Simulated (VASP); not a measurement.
Runs of VASP 6.6.1 on RuPt2. The structure is that of space group F-43m (No. 216), or close to it. The cells are those of the table. 

```tsv
task	cell	k mesh	cutoff (eV)	gap on the mesh (eV)	pressure (GPa)
single point	a = 4.231 Å, angles 60.0°, 3 atoms	14 × 14 × 14	520	none	-0.4
relaxation of cell and atoms	relaxed from a = 3.907 Å, angles 60.0°, 3 atoms	6 × 6 × 6	600	none	-0.1
single point	a = 4.229 Å, angles 60.0°, 3 atoms	6 × 6 × 6	520	none	(a)
single point	a = 3.907 Å, angles 60.0°, 3 atoms	6 × 6 × 6	520	none	87.7
```

Alike in all rows: level PBE; potentials or basis VASP PAW PBE potentials, release 64 (Ru_pv, Pt); no spin polarisation; smearing gaussian 0.1 eV.

Problem. Fill in the values left out.

Solution. (a) -0.2.

Caveats: spin-orbit coupling is left out, which moves the levels of the heavy elements.

A k mesh can miss the band edges, and the runs leave out spin-orbit coupling on Pt, Ru.

A gap of «none» marks levels without a gap at the run's occupations.
